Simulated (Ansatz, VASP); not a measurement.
# Zn: VASP beside Ansatz

File INCAR:

```
PREC = Accurate
ENCUT = 520
EDIFF = 1E-6
ISMEAR = 0
SIGMA = 0.1
LREAL = False
LASPH = True
NELM = 60
ALGO = Normal
ISIF = 2
LWAVE = False
LCHARG = True
GGA = PE
LELF = True
LVHAR = True
NBANDS = 19
```

KPOINTS

```
regular mesh
0
Gamma
  18 18 8
```

POSCAR

```
Zn
1.0
    2.6700000000      0.0000000000      0.0000000000
   -1.3350000000      2.3122878281      0.0000000000
    0.0000000000      0.0000000000      4.9660000000
Zn
2
Direct
    0.3333333333      0.6666666667      0.2500000000
    0.6666666667      0.3333333333      0.7500000000
```

Input for Ansatz:

```yaml
crystal:
  lattice:
    - [2.67, 0.0, 0.0]
    - [-1.335, 2.3122878281, 0.0]
    - [0.0, 0.0, 4.966]
  atoms:
    - { symbol: Zn, position: [0.3333333333, 0.6666666667, 0.25] }
    - { symbol: Zn, position: [0.6666666667, 0.3333333333, 0.75] }
basis:
  ecutwfc: 420
kpoints:
  mp_grid: { grid: [18, 18, 8] }
hamiltonian:
  xc: pbe
scf:
  occupations: { method: gaussian, width: 0.1 }
output:
  forces: true
  stress: true
  eigenvalues: true
  populations: true
```

Alike in both runs: task single point; functional PBE; k mesh 18 × 18 × 8; occupations gaussian, width 0.1 eV; no spin polarisation.

|  | VASP | Ansatz |
| --- | --- | --- |
| version | VASP 6.6.1 | Ansatz 0.2.0 |
| potentials or method | VASP PAW PBE potentials, release 64 (Zn), cutoff 520 eV | scalar-relativistic, plane waves, PAW |
| valence electrons in the cell | 24 | 24 |

VASP gave:

```
gap on the k mesh at the Fermi level (eV)                     : none
pressure (GPa)                                                : -0.5
traceless stress, the component that is largest in VASP (GPa) : 0.76
```

**Question.** Estimate Ansatz's values.

**Answer.** gap on the k mesh at the Fermi level (eV): none; pressure (GPa): -0.9; traceless stress, the component that is largest in VASP (GPa): 0.90.

A gap of «none» marks a metal or a gap that the smearing closes.
